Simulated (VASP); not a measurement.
A run of VASP 6.6.1 is set up as follows.

Contents of INCAR:

```
SYSTEM = Ga
  ALGO = Normal
  EDIFF = 1E-8
  ENCUT = 520
  GGA = PE
  ISIF = 2
  ISMEAR = -1
  LASPH = .True.
  LCHARG = .False.
  LEFG = .True.
  LREAL = .False.
  LWAVE = .False.
  NBANDS = 20
  NELM = 100
  PREC = Accurate
  SIGMA = 0.05
```

The input KPOINTS:

```
k-points
0
Gamma
  15 15 13
  0 0 0
```

File POSCAR:

```
Ga
1.0
    1.4206516569     -3.9827234383      0.0000000000
    1.4206516569      3.9827234383      0.0000000000
    0.0000000000      0.0000000000      3.1058384500
Ga
2
Direct
    0.8670000000      0.1330000000      0.2500000000
    0.1330000000      0.8670000000      0.7500000000
```

Potentials or basis: VASP PAW PBE potentials, release 64 (Ga_d).

Launch:

```console
$ cat potpaw_PBE.64/Ga_d/POTCAR > POTCAR
$ mpirun -np 1 vasp_std > vasp.out
```

**Question.** Predict the pressure.

**Answer.** 5.7 GPa.

**Question.** Estimate the band gap on the k mesh.

**Answer.** Zero (bands 13 and 14 overlap by 9.15 eV).

**Question.** What does it give for the largest force?

**Answer.** 0.233 eV/Å.

Electric field gradients, principal values (V/Å²):
```
atom  least  middle  greatest (by size)
1 Ga  6.667  18.877             -25.544
2 Ga  6.667  18.877             -25.544
```

Caveat: the cell stands under pressure; without QUAD_EFG the Cq values of the log hold for a quadrupole moment of 1 mb, not for the nuclei.
